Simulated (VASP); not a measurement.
# SiNi3 (Pm-3m) in VASP: further runs

Runs on SiNi3. Level: PBE+D3(BJ). Tasks: single point, relaxation of cell and atoms.

All numbers are computed with VASP 6.6.1; they aren't measurements. Logs are shortened: lines on timing, memory, paths and dates and some standing lists are left out, and cuts for length are marked.

## (1) The cell of the first run

It takes space group Pm-3m (No. 221, cubic). The conventional cell has a = 3.465 Å, b = 3.465 Å, c = 3.465 Å, α = 90.00°, β = 90.00°, γ = 90.00°. Within 3.2 Å of Si (site symmetry m-3m) lie 12 Ni at 2.45 Å. Ni (site symmetry 4/mmm) has 4 Si at 2.45 Å and 8 Ni at 2.45 Å within 3.2 Å.

## (2) Single point, PBE+D3(BJ)

File INCAR:

```
PREC = Accurate
ENCUT = 520
EDIFF = 1E-6
ISMEAR = 0
SIGMA = 0.1
LREAL = False
LASPH = True
NELM = 80
ALGO = Normal
ISIF = 2
LWAVE = False
LCHARG = False
GGA = PE
IVDW = 12
NBANDS = 25
```

File KPOINTS:

```
Automatic mesh
0
Gamma
  12 12 12
```

File POSCAR:

```
SiNi3
1.0
    3.4654392166      0.0000000000      0.0000000000
    0.0000000000      3.4654392166      0.0000000000
    0.0000000000      0.0000000000      3.4654392166
Si Ni
1 3
Direct
    0.0000000000      0.0000000000      0.0000000000
    0.0000000000      0.5000000000      0.5000000000
    0.5000000000      0.0000000000      0.5000000000
    0.5000000000      0.5000000000      0.0000000000
```

Potentials or basis: VASP PAW PBE potentials, release 64 (Si, Ni).

Launch:

```console
cat potpaw_PBE.64/Si/POTCAR potpaw_PBE.64/Ni/POTCAR > POTCAR
mpirun -np 1 vasp_std > vasp.out
```

OUTCAR:

```text
PREC = Accurate
   ENCUT = 520
   EDIFF = 1E-6
   ISMEAR = 0
   LREAL = False
   LASPH = True
   NELM = 80
   ISIF = 2
   GGA = PE
   IVDW = 12
 IVDW          = 12

 ion  position               nearest neighbor table
   1  0.000  0.000  0.000-   2 2.45   3 2.45   4 2.45   2 2.45   3 2.45   2 2.45   4 2.45   2 2.45
                             3 2.45   4 2.45   3 2.45   4 2.45
   2  0.000  0.500  0.500-   1 2.45   3 2.45   4 2.45   1 2.45   4 2.45   1 2.45   3 2.45   1 2.45
                             3 2.45   4 2.45   4 2.45   3 2.45
   3  0.500  0.000  0.500-   1 2.45   2 2.45   4 2.45   1 2.45   4 2.45   2 2.45   4 2.45   4 2.45
                             1 2.45   2 2.45   1 2.45   2 2.45
   4  0.500  0.500  0.000-   1 2.45   2 2.45   3 2.45   2 2.45   3 2.45   1 2.45   3 2.45   3 2.45
                             1 2.45   2 2.45   2 2.45   1 2.45

  LATTYP: Found a simple cubic cell.
 ALAT       =     3.4654392166

  Lattice vectors:

 A1 = (   3.4654392166,   0.0000000000,   0.0000000000)
 A2 = (   0.0000000000,   3.4654392166,   0.0000000000)
 A3 = (   0.0000000000,   0.0000000000,   3.4654392166)

Analysis of symmetry for initial positions (statically):
=====================================================================
 Subroutine PRICEL returns:
 Original cell was already a primitive cell.

 Routine SETGRP: Setting up the symmetry group for a
 simple cubic supercell.

 Subroutine GETGRP returns: Found 48 space group operations
 (whereof 48 operations were pure point group operations)
 out of a pool of 48 trial point group operations.

The static configuration has the point symmetry O_h .

Analysis of symmetry for dynamics (positions and initial velocities):
=====================================================================
 Subroutine PRICEL returns:
 Original cell was already a primitive cell.

 Routine SETGRP: Setting up the symmetry group for a
 simple cubic supercell.

 Subroutine GETGRP returns: Found 48 space group operations
 (whereof 48 operations were pure point group operations)
 out of a pool of 48 trial point group operations.

The dynamic configuration has the point symmetry O_h .

 Subroutine INISYM returns: Found 48 space group operations
 (whereof 48 operations are pure point group operations),
 and found     1 'primitive' translations

----------------------------------------------------------------------------------------

                                     Primitive cell

  volume of cell :      41.6174

  direct lattice vectors                    reciprocal lattice vectors
     3.465439217  0.000000000  0.000000000     0.288563711  0.000000000  0.000000000
     0.000000000  3.465439217  0.000000000     0.000000000  0.288563711  0.000000000
     0.000000000  0.000000000  3.465439217     0.000000000  0.000000000  0.288563711

  length of vectors
     3.465439217  3.465439217  3.465439217     0.288563711  0.288563711  0.288563711

  position of ions in fractional coordinates (direct lattice)
     0.000000000  0.000000000  0.000000000
     0.000000000  0.500000000  0.500000000
     0.500000000  0.000000000  0.500000000
     0.500000000  0.500000000  0.000000000

  ion indices of the primitive-cell ions
   primitive index   ion index
                 1           1
                 2           2
                 3           3
                 4           4

----------------------------------------------------------------------------------------

 KPOINTS: Automatic mesh

Automatic generation of k-mesh.
 Grid dimensions read from file:
 generate k-points for:   12   12   12

 Generating k-lattice:

  Cartesian coordinates                     Fractional coordinates (reciprocal lattice)
     0.024046976  0.000000000  0.000000000     0.083333333  0.000000000  0.000000000
     0.000000000  0.024046976  0.000000000     0.000000000  0.083333333  0.000000000
     0.000000000  0.000000000  0.024046976     0.000000000  0.000000000  0.083333333

  Length of vectors
     0.024046976  0.024046976  0.024046976

  Shift w.r.t. Gamma in fractional coordinates (k-lattice)
     0.000000000  0.000000000  0.000000000

 Subroutine IBZKPT returns following result:
 ===========================================

 Found     84 irreducible k-points:

 Following reciprocal coordinates:
            Coordinates               Weight
  0.000000  0.000000  0.000000      1.000000
  0.083333  0.000000  0.000000      6.000000
  0.166667  0.000000  0.000000      6.000000
  0.250000  0.000000  0.000000      6.000000
  0.333333  0.000000  0.000000      6.000000
  0.416667  0.000000  0.000000      6.000000
[... 16 lines left out ...]
  0.333333  0.333333  0.000000     12.000000
  0.416667  0.333333  0.000000     24.000000
 [... further k-points ...]
   k-points           NKPTS =     84   k-points in BZ     NKDIM =     84   number of bands    NBANDS=     25
   number of dos      NEDOS =    301   number of ions     NIONS =      4
   total plane-waves  NPLWV =  21952
   dimension x,y,z NGX =    28 NGY =   28 NGZ =   28
   dimension x,y,z NGXF=    56 NGYF=   56 NGZF=   56
   ions per type =               1   3
   NGX,Y,Z   is equivalent  to a cutoff of  13.43, 13.43, 13.43 a.u.
   NGXF,Y,Z  is equivalent  to a cutoff of  26.86, 26.86, 26.86 a.u.
 SYSTEM =  unknown system
   PREC   = accura    normal or accurate (medium, high low for compatibility)
   ISTART =      0    job   : 0-new  1-cont  2-samecut
   ICHARG =      2    charge: 1-file 2-atom 10-const
   ISPIN  =      1    spin polarized calculation?
   LNONCOLLINEAR =      F non collinear calculations
   LSORBIT =      F    spin-orbit coupling
   LASPH  =      T    aspherical Exc in radial PAW
   ENCUT  =  520.0 eV  38.22 Ry    6.18 a.u.   6.44  6.44  6.44*2*pi/ulx,y,z
   NELM   =     80;   NELMIN=  2; NELMDL= -5     # of ELM steps
   EDIFF  = 0.1E-05   stopping-criterion for ELM
   LREAL  =      F    real-space projection
   EDIFFG = 0.1E-04   stopping-criterion for IOM
   NSW    =      0    number of steps for IOM
   IBRION =     -1    ionic relax: 0-MD 1-quasi-New 2-CG
   NFREE  =      0    steps in history (QN), initial steepest desc. (CG)
   ISIF   =      2    stress and relaxation
   ISYM   =      2    0-nonsym 1-usesym 2-fastsym
   POTIM  = 0.5000    time-step for ionic-motion
   TEBEG  =    0.0;   TEEND  =   0.0 temperature during run
   PSTRESS=    0.0 pullay stress
   NELECT =      34.0000    total number of electrons
   NUPDOWN=      -1.0000    fix difference up-down
   EMIN   =  10.00;   EMAX   =-10.00  energy-range for DOS
   EFERMI =   0.00;   METHOD = LEGACY
   ISMEAR =     0;   SIGMA  =   0.10  broadening in eV -4-tet -1-fermi 0-gaus
   EFERMI_NEDOS =   21; number of points for ismear=-14 and -15
   IALGO  =     38    algorithm
   IMIX   =      4    mixing-type and parameters
     AMIX     =   0.40;   BMIX     =  1.00
     AMIX_MAG =   1.60;   BMIX_MAG =  1.00
  volume/ion in A,a.u.               =      10.40        70.21
  Fermi-wavevector in a.u.,A,eV,Ry     =   1.530416  2.892067 31.867203  2.342173
  Thomas-Fermi vector in A             =   2.637902
   LORBIT       =      0    0 simple, 1 ext, 2 COOP (PROOUT), +10 PAW based schemes
   GGA     = PE    functional components
   LHFCALC =     F    Hartree Fock is set to
   AEXX    =    0.0000 exact exchange contribution
   IVDW    =    12    specifies the selected vdW correction
   LEPSILON=     F    determine dielectric tensor
   LRPA    =     F    only Hartree local field effects (RPA)
 non-spin polarized calculation
 Gauss-broadening in eV      SIGMA  =   0.10
  energy-cutoff  :      520.00
  volume of cell :       41.62
 maximum number of plane-waves:      1141
 NGX is ok and might be reduce to    28
   NGX = 13   NGY = 13   NGZ = 13

 number of electron      33.9999971 magnetization

 Free energy of the ion-electron system (eV)
  ---------------------------------------------------
  ext. energy  EPLUGINS =         0.00000000
  ---------------------------------------------------
  free energy    TOTEN  =       -23.64950047 eV

  energy without entropy =      -23.63940105  energy(sigma->0) =      -23.64445076

 E-fermi :  11.1900     XC(G=0): -13.2916

 val. band max:       11.1828630238   @ k =   0.0833   0.0833   0.0000
 cond. band min:      11.2123750469   @ k =   0.4167   0.4167   0.3333
 fundamental gap:      0.0295120230
 Fermi energy:        11.1899667509

 k-point     1 :       0.0000    0.0000    0.0000
  band No.  band energies     occupation
      1      -1.0181      2.00000
      2       6.0923      2.00000
      3       6.9262      2.00000
      4       6.9262      2.00000
      5       7.4700      2.00000
      6       7.4700      2.00000
[... 17 lines left out ...]
     24      22.0247      0.00000
     25      22.0247      0.00000

 k-point     2 :       0.0833    0.0000    0.0000
  band No.  band energies     occupation
      1      -0.9343      2.00000
      2       6.1131      2.00000
      3       6.8102      2.00000
      4       6.9863      2.00000
      5       7.4639      2.00000
      6       7.4639      2.00000
[... 17 lines left out ...]
     24      21.7488      0.00000
     25      21.8165      0.00000

 k-point     3 :       0.1667    0.0000    0.0000
  band No.  band energies     occupation
      1      -0.6863      2.00000
      2       6.0197      2.00000
      3       6.5778      2.00000
      4       7.1601      2.00000
      5       7.4412      2.00000
      6       7.4412      2.00000
[... 552 lines left out ...]
 k-point    23 :       0.3333    0.3333    0.0000
  band No.  band energies     occupation
      1       1.3558      2.00000
      2       5.2373      2.00000
      3       5.3581      2.00000
      4       7.1320      2.00000
      5       7.4137      2.00000
      6       7.9762      2.00000
[... 17 lines left out ...]
     24      21.2920      0.00000
     25      21.9142      0.00000

 k-point    24 :       0.4167    0.3333    0.0000
  band No.  band energies     occupation
      1       1.8267      2.00000
      2       4.6225      2.00000
      3       5.5534      2.00000
      4       7.0924      2.00000
      5       7.4973      2.00000
      6       8.1424      2.00000
[... 17 lines left out ...]
     24      21.2934      0.00000
     25      22.2506      0.00000

 [... further k-points ...]

------------------------ aborting loop because EDIFF is reached ----------------------------------------

 Edisp (eV)   -2.04864

 E8    (eV) :    -0.8742

  FORCE on cell =-STRESS in cart. coord.  units (eV):
  Direction    XX          YY          ZZ          XY          YZ          ZX
  --------------------------------------------------------------------------------------
  -------------------------------------------------------------------------------------
  Total      -0.01383    -0.01383    -0.01383     0.00000     0.00000    -0.00000
  in kB      -0.53225    -0.53225    -0.53225     0.00000     0.00000    -0.00000
  external pressure =       -0.53 kB  Pullay stress =        0.00 kB

 VOLUME and BASIS-vectors are now :
 -----------------------------------------------------------------------------
  energy-cutoff  :      520.00
  volume of cell :       41.62
      direct lattice vectors                 reciprocal lattice vectors
     3.465439217  0.000000000  0.000000000     0.288563711  0.000000000  0.000000000
     0.000000000  3.465439217  0.000000000     0.000000000  0.288563711  0.000000000
     0.000000000  0.000000000  3.465439217     0.000000000  0.000000000  0.288563711

 POSITION                                       TOTAL-FORCE (eV/Angst)
 -----------------------------------------------------------------------------------
      0.00000      0.00000      0.00000         0.000000      0.000000      0.000000
      0.00000      1.73272      1.73272         0.000000      0.000000      0.000000
      1.73272      0.00000      1.73272         0.000000      0.000000      0.000000
      1.73272      1.73272      0.00000         0.000000      0.000000      0.000000
 -----------------------------------------------------------------------------------
    total drift:                                0.000000      0.000000      0.000000

  FREE ENERGIE OF THE ION-ELECTRON SYSTEM (eV)
  ---------------------------------------------------
  free  energy   TOTEN  =       -25.6981408743 eV

  energy  without entropy=      -25.6880414619  energy(sigma->0) =      -25.69309117
```

Run time: 76 s. Hardware: 1 thread of Intel Xeon Platinum 8259CL at 2.50GHz (Skylake/Cascade Lake), shared host; peak memory 0.22 GiB.

What came out:

* Free energy: -25.6981 eV
* Pressure: -0.1 GPa
* Band gap on the k mesh: zero (bands 17 and 18 overlap by 0.25 eV)
* Dispersion energy per atom: -0.512 eV

Spin polarisation is off, so any magnetic state and its effect on volume and gap are missing.

## (3) Relaxation of cell and atoms, PBE+D3(BJ)

This run uses another cell than the first one, of 10.78 Å³/atom.

File INCAR:

```
SYSTEM = SiNi3
ALGO = Fast ; EDIFF = 1E-6
EDIFFG = -0.005 ; ENCUT = 600
GGA = PE ; IBRION = 2
ISIF = 3 ; ISMEAR = 0
IVDW = 12 ; LASPH = .TRUE.
LCHARG = .FALSE. ; LREAL = .FALSE.
LWAVE = .FALSE. ; NELM = 100
NSW = 70 ; PREC = Accurate
SIGMA = 0.1
```

File KPOINTS:

```
k-points
0
G
  12 12 12
  0 0 0
```

File POSCAR:

```
SiNi3
1.0
    3.5062675435      0.0000000000      0.0000000000
    0.0000000000      3.5062675435      0.0000000000
    0.0000000000      0.0000000000      3.5062675435
Si Ni
1 3
Direct
    0.0000000000      0.0000000000      0.0000000000
    0.0000000000      0.5000000000      0.5000000000
    0.5000000000      0.0000000000      0.5000000000
    0.5000000000      0.5000000000      0.0000000000
```

Potentials or basis: VASP PAW PBE potentials, release 64 (Si, Ni).

Launch:

```console
cat potpaw_PBE.64/Si/POTCAR potpaw_PBE.64/Ni/POTCAR > POTCAR
mpirun -np 1 vasp_std > vasp.out
```

Wall time 3.1 min (1 thread of Intel Xeon Platinum 8259CL at 2.50GHz (Skylake/Cascade Lake), shared host); peak memory 0.23 GiB.

It converged, with:

```yaml
Free_energy: -25.6980 eV
Relaxed_volume: 10.41 Å³/atom
Relaxed_cell: a = 3.466 Å, b = 3.466 Å, c = 3.466 Å, α = 90.00°, β = 90.00°, γ = 90.00°
Space_group_after_relaxing_to_0.1_Å: Pm-3m (No. 221)
Energy_gained_by_relaxing: 9.3 meV/atom
Ionic_steps: 3
Pressure_after_relaxing: 0.0 GPa
Band_gap_on_the_k_mesh: zero (bands 17 and 18 overlap by 0.25 eV)
Dispersion_energy_per_atom: -0.512 eV
```

Step by step:
```tsv
step	energy change (eV)	largest force (eV/Å)	pressure (GPa)	volume (Å³)
1	0.0000	0.0000	-7.74	43.11
2	0.0146	0.0000	10.07	39.94
3	-0.0373	0.0000	0.03	41.63
```

Final structure:
```cif
data_structure
_symmetry_space_group_name_H-M 'P 1'
_symmetry_Int_Tables_number 1
_cell_length_a 3.4658
_cell_length_b 3.4658
_cell_length_c 3.4658
_cell_angle_alpha 90.000
_cell_angle_beta 90.000
_cell_angle_gamma 90.000
_cell_volume 41.63
loop_
_atom_site_label
_atom_site_type_symbol
_atom_site_fract_x
_atom_site_fract_y
_atom_site_fract_z
_atom_site_occupancy
Si1 Si 0.00000 0.00000 0.00000 1
Ni1 Ni 0.00000 0.50000 0.50000 1
Ni2 Ni 0.50000 0.00000 0.50000 1
Ni3 Ni 0.50000 0.50000 0.00000 1
```

Levels at points of the mesh, in eV from the Fermi level:
```tsv
k point	band 15	band 16	band 17	band 18	band 19	band 20
(0.00, 0.00, 0.00)	-0.65	-0.31	0.04	0.04	0.04	5.16
(0.50, 0.00, 0.00)	-1.20	-0.58	0.04	3.74	3.74	5.35
(0.50, 0.50, 0.00)	-1.16	-1.06	-0.99	0.69	0.69	5.80
(0.50, 0.50, 0.50)	-1.31	-0.46	-0.21	-0.21	-0.21	1.36
```

The gap in the log of VASP goes by the Fermi energy; the results here count the filled bands.